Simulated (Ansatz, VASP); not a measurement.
## One calculation of MoS2, two programs

File POSCAR:

```
MoS2
1.0
    3.2274650000      0.0000000000      0.0000000000
   -1.6137320000      2.7950660000      0.0000000000
    0.0000000000      0.0000000000      6.3124730000
Mo S
1 2
Direct
    0.0000000000      0.0000000000      0.5000000000
    0.3333333333      0.6666666667      0.2553190000
    0.6666666667      0.3333333333      0.7446810000
```

The input INCAR.step1:

```
SYSTEM = MoS2
PREC = Accurate
ENCUT = 520
ISMEAR = 1
SIGMA = 0.05
LREAL = .False.
LASPH = .True.
NELM = 100
NBANDS = 20
GGA = PE
ALGO = Normal
EDIFF = 1E-4
LWAVE = .True.
LCHARG = .False.
```

INCAR.step2

```
SYSTEM = MoS2
PREC = Accurate
ENCUT = 520
EDIFF = 1E-7
ISMEAR = 1
SIGMA = 0.05
LREAL = .False.
LASPH = .True.
NELM = 100
ALGO = Normal
ISIF = 2
LWAVE = .False.
LCHARG = .True.
METAGGA = R2SCAN
LMIXTAU = .True.
LELF = .True.
LVHAR = .True.
NBANDS = 20
ISTART = 1
```

KPOINTS

```
Automatic mesh
0
Gamma
  11 11 5
  0 0 0
```

Input for Ansatz:

```yaml
crystal:
  lattice:
    - [3.227465, 0.0, 0.0]
    - [-1.613732, 2.795066, 0.0]
    - [0.0, 0.0, 6.312473]
  atoms:
    - { symbol: Mo, position: [0.0, 0.0, 0.5] }
    - { symbol: S, position: [0.3333333333333333, 0.6666666666666666, 0.255319] }
    - { symbol: S, position: [0.6666666666666666, 0.3333333333333333, 0.744681] }
basis:
  ecutwfc: 650.0
kpoints:
  mp_grid:
    grid: [11, 11, 5]
hamiltonian:
  xc: r2scan
scf:
  occupations:
    method: cold
    width: 0.05
output:
  forces: true
  stress: true
```

Alike in both runs: task single point; functional r2SCAN; k mesh 11 × 11 × 5; no spin polarisation.

```csv
,VASP,Ansatz
version,VASP 6.6.1,Ansatz 0.2.0
potentials or method,"VASP PAW PBE potentials, release 64 (Mo_sv, S), cutoff 520 eV","plane waves, PAW"
occupations,"methfessel-paxton of order 1, width 0.05 eV","cold, width 0.05 eV"
valence electrons in the cell,26,26
```

```csv
,VASP,Ansatz,Ansatz less VASP
pressure (GPa),0.1,0.1,-0.04
"traceless stress, the component that is largest in VASP (GPa)",0.11,0.14,+0.026
rms of the force components (eV/Å),0.029,0.026,-0.0024
```

VASP's potentials were made for PBE, not for r2SCAN. Atom by atom the forces differ by 0.002 eV/Å (rms over components).
